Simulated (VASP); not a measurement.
# RbCl2 (P4/mmm) in VASP: further runs, part 2 of 2

VASP 6.6.1.

## Step 3: Relaxation of cell and atoms, PBE

This run uses another cell than the first one, of 35.42 Å³/atom.

The input, INCAR:

```
SYSTEM = RbCl2
ALGO = Normal
EDIFF = 1E-7
EDIFFG = -0.01
ENCUT = 600
GGA = PE
IBRION = 2
ISIF = 3
ISMEAR = 0
LASPH = .TRUE.
LCHARG = .FALSE.
LREAL = .FALSE.
LWAVE = .FALSE.
NELM = 100
NSW = 100
PREC = Accurate
SIGMA = 0.1
```

The input, KPOINTS:

```
k-points
0
G
  10 10 10
  0 0 0
```

The input, POSCAR:

```
RbCl2
1.0
    4.4464235541      0.0000000000      0.0000000000
    0.0000000000      4.4464235541      0.0000000000
    0.0000000000      0.0000000000      5.3738860929
Rb Cl
1 2
Direct
    0.0000000000      0.0000000000      0.0000000000
    0.5000000000      0.5000000000      0.2522339876
    0.5000000000      0.5000000000      0.7477660124
```

Potentials or basis: VASP PAW PBE potentials, release 64 (Rb_sv, Cl).

The run is started by

```console
> cat potpaw_PBE.64/Rb_sv/POTCAR potpaw_PBE.64/Cl/POTCAR > POTCAR
> mpirun -np 1 vasp_std > vasp.out
```

OUTCAR:

```text
SYSTEM = RbCl2
   EDIFF = 1E-7
   EDIFFG = -0.01
   ENCUT = 600
   GGA = PE
   IBRION = 2
   ISIF = 3
   ISMEAR = 0
   LASPH = .TRUE.
   LREAL = .FALSE.
   NELM = 100
   NSW = 100
   PREC = Accurate

 ion  position               nearest neighbor table
   1  0.000  0.000  0.000-   2 3.42   3 3.42   2 3.42   3 3.42   2 3.42   3 3.42   2 3.42   3 3.42

   2  0.500  0.500  0.252-   3 2.66   1 3.42   1 3.42   1 3.42   1 3.42
   3  0.500  0.500  0.748-   2 2.66   1 3.42   1 3.42   1 3.42   1 3.42

  LATTYP: Found a simple tetragonal cell.
 ALAT       =     4.4464235541
 C/A-ratio  =     1.2085861879

  Lattice vectors:

 A1 = (   4.4464235541,   0.0000000000,   0.0000000000)
 A2 = (   0.0000000000,   4.4464235541,   0.0000000000)
 A3 = (   0.0000000000,   0.0000000000,   5.3738860929)

Analysis of symmetry for initial positions (statically):
=====================================================================
 Subroutine PRICEL returns:
 Original cell was already a primitive cell.

 Routine SETGRP: Setting up the symmetry group for a
 simple tetragonal supercell.

 Subroutine GETGRP returns: Found 16 space group operations
 (whereof 16 operations were pure point group operations)
 out of a pool of 16 trial point group operations.

The static configuration has the point symmetry D_4h.

Analysis of symmetry for dynamics (positions and initial velocities):
=====================================================================
 Subroutine PRICEL returns:
 Original cell was already a primitive cell.

 Routine SETGRP: Setting up the symmetry group for a
 simple tetragonal supercell.

 Subroutine GETGRP returns: Found 16 space group operations
 (whereof 16 operations were pure point group operations)
 out of a pool of 16 trial point group operations.

The dynamic configuration has the point symmetry D_4h.

 Subroutine INISYM returns: Found 16 space group operations
 (whereof 16 operations are pure point group operations),
[... 133 lines left out ...]
  volume of cell :      106.25
 maximum number of plane-waves:      3582
 NGX is ok and might be reduce to    36
   NGX = 17   NGY = 17   NGZ = 21

--------------------------------------- Ionic step        1  -------------------------------------------

 number of electron      22.9999996 magnetization

 Free energy of the ion-electron system (eV)
  ---------------------------------------------------
  ext. energy  EPLUGINS =         0.00000000
  ---------------------------------------------------
  free energy    TOTEN  =        -8.36037284 eV

  energy without entropy =       -8.36037284  energy(sigma->0) =       -8.36037284

------------------------ aborting loop because EDIFF is reached ----------------------------------------

  FORCE on cell =-STRESS in cart. coord.  units (eV):
  Direction    XX          YY          ZZ          XY          YZ          ZX
  --------------------------------------------------------------------------------------
  -------------------------------------------------------------------------------------
  Total        0.0090103      0.0090103     -0.2325057      0.0000000      0.0000000     -0.0000000
  in kB        0.1358753      0.1358753     -3.5061783      0.0000000      0.0000000     -0.0000000
  external PRESSURE =      -1.0781426 kB  Pullay stress =       0.0000000 kB
[... 61 lines left out ...]
--------------------------------------- Ionic step        3  -------------------------------------------

 number of electron      22.9999996 magnetization

 Free energy of the ion-electron system (eV)
  ---------------------------------------------------
  ext. energy  EPLUGINS =         0.00000000
  ---------------------------------------------------
  free energy    TOTEN  =        -8.36093418 eV

  energy without entropy =       -8.36093417  energy(sigma->0) =       -8.36093418

 E-fermi :  -0.1764     XC(G=0):  -7.1907

 val. band max:       -0.5736432306   @ k =   0.5000   0.5000   0.3000
 cond. band min:       0.2073032756   @ k =   0.0000   0.0000   0.2000
 fundamental gap:      0.7809465063
 Fermi energy:        -0.1764291186

 k-point     1 :       0.0000    0.0000    0.0000
  band No.  band energies     occupation
      1     -26.0347      2.00000
      2     -15.2541      2.00000
      3     -13.5816      2.00000
      4     -10.0979      2.00000
      5     -10.0844      2.00000
      6     -10.0844      2.00000
      7      -5.2219      2.00000
      8      -2.8747      2.00000
      9      -2.8747      2.00000
     10      -1.6345      2.00000
     11      -1.6345      2.00000
     12       1.0449      0.00000
     13       3.2878      0.00000
     14       4.7429      0.00000
[... 401 lines left out ...]
      2     -15.2275      2.00000
      3     -13.6224      2.00000
      4     -10.1201      2.00000
      5     -10.1033      2.00000
      6     -10.0696      2.00000
      7      -5.0441      2.00000
      8      -3.1232      2.00000
      9      -2.9031      2.00000
     10      -1.7486      2.00000
     11      -1.6528      2.00000
     12       0.8213      0.00000
     13       3.9528      0.00000
     14       5.2892      0.00000
     15       6.3091      0.00000

 [... further k-points ...]
[... 5 lines left out ...]
  --------------------------------------------------------------------------------------
  -------------------------------------------------------------------------------------
  Total        0.0071275      0.0071275     -0.0018203      0.0000000      0.0000000      0.0000000
  in kB        0.1079464      0.1079464     -0.0275689      0.0000000      0.0000000      0.0000000
  external PRESSURE =       0.0627746 kB  Pullay stress =       0.0000000 kB
[... 18 lines left out ...]
  FREE ENERGIE OF THE ION-ELECTRON SYSTEM (eV)
  ---------------------------------------------------
  free  energy   TOTEN  =        -8.3609341762 eV

  energy  without entropy=       -8.3609341746  energy(sigma->0) =       -8.36093418

 reached required accuracy - stopping structural energy minimisation
```

OSZICAR:

```text
N       E                     dE             d eps       ncg     rms          rms(c)
DAV:   1     0.167316676977E+03    0.16732E+03   -0.10838E+04  3780   0.145E+03
DAV:   2     0.441116862614E+01   -0.16291E+03   -0.15924E+03  5355   0.239E+02
DAV:   3    -0.821052137514E+01   -0.12622E+02   -0.12602E+02  4319   0.783E+01
[... 24 lines left out ...]
DAV:   3    -0.836093237268E+01    0.36611E-04   -0.88057E-05  4788   0.611E-02    0.121E-02
DAV:   4    -0.836093273961E+01   -0.36693E-06   -0.64091E-06  5920   0.135E-02    0.813E-03
DAV:   5    -0.836093375144E+01   -0.10118E-05   -0.74540E-07  4923   0.644E-03    0.273E-03
DAV:   6    -0.836093413843E+01   -0.38699E-06   -0.83933E-08  3605   0.230E-03    0.112E-03
DAV:   7    -0.836093417620E+01   -0.37765E-07   -0.20566E-08  2562   0.114E-03
   3 F= -.83609342E+01 E0= -.83609342E+01  d E =-.561331E-03
```

CONTCAR:

```text
RbCl2
   1.00000000000000
     4.4472263635141074    0.0000000000000000   -0.0000000000000000
     0.0000000000000000    4.4472263635141074   -0.0000000000000000
     0.0000000000000000    0.0000000000000000    5.3488490158345794
  Rb              Cl
     1     2
Direct
     0.0000000000000000    0.0000000000000000    0.0000000000000000
     0.5000000000000000    0.5000000000000000    0.2522552208826414
     0.5000000000000000    0.5000000000000000    0.7477447791173586

  0.00000000E+00  0.00000000E+00  0.00000000E+00
  0.00000000E+00  0.00000000E+00  0.00000000E+00
  0.00000000E+00  0.00000000E+00  0.00000000E+00
```

It took 9.8 min on 1 thread of Intel Xeon 8259CL, shared host; peak memory 0.42 GiB.

Results:

```yaml
Free_energy: -8.3609 eV
Relaxed_volume: 35.26 Å³/atom
Relaxed_cell: a = 4.447 Å, b = 4.447 Å, c = 5.349 Å, α = 90.00°, β = 90.00°, γ = 90.00°
Space_group_after_relaxing_to_0.1_Å: P4/mmm (No. 123)
Energy_gained_by_relaxing: 0.2 meV/atom
Ionic_steps: 3
Pressure_after_relaxing: 0.0 GPa
Band_gap_on_the_k_mesh: zero (an odd number of electrons rules out a gap without spin polarisation)
```

The path:
```tsv
step	energy change (eV)	largest force (eV/Å)	pressure (GPa)	volume (Å³)
1	0.0000	0.0019	-0.11	106.25
2	-0.0005	0.0005	-0.02	105.88
3	-0.0006	0.0003	0.01	105.79
```

Final structure:
```cif
data_structure
_symmetry_space_group_name_H-M 'P 1'
_symmetry_Int_Tables_number 1
_cell_length_a 4.4472
_cell_length_b 4.4472
_cell_length_c 5.3488
_cell_angle_alpha 90.000
_cell_angle_beta 90.000
_cell_angle_gamma 90.000
_cell_volume 105.79
loop_
_atom_site_label
_atom_site_type_symbol
_atom_site_fract_x
_atom_site_fract_y
_atom_site_fract_z
_atom_site_occupancy
Rb1 Rb 0.00000 0.00000 0.00000 1
Cl1 Cl 0.50000 0.50000 0.25226 1
Cl2 Cl 0.50000 0.50000 0.74774 1
```

Levels at points of the mesh, in eV from the Fermi level:
```tsv
k point	band 7	band 8	band 9	band 10	band 11	band 12	band 13	band 14	band 15
(0.00, 0.00, 0.00)	-5.05	-2.70	-2.70	-1.46	-1.46	1.22	3.46	4.92	6.89
(0.50, 0.00, 0.00)	-4.91	-3.43	-2.85	-1.65	-1.39	1.22	5.27	6.18	6.35
(0.50, 0.50, 0.00)	-4.96	-3.02	-3.02	-1.79	-1.79	1.24	5.02	7.75	7.75
(0.00, 0.00, 0.50)	-2.34	-2.29	-2.22	-2.22	-2.09	-2.09	5.08	5.17	5.28
(0.50, 0.00, 0.50)	-2.75	-2.55	-2.31	-2.28	-2.16	-2.14	5.62	6.67	7.02
(0.50, 0.50, 0.50)	-2.66	-2.66	-2.33	-2.33	-2.27	-2.22	6.83	7.38	7.76
```

Caveat: an odd number of electrons without spin polarisation forces a metal; a magnetic or distorted state may lie lower.

The gap in the log of VASP goes by the Fermi energy; the results here count the filled bands.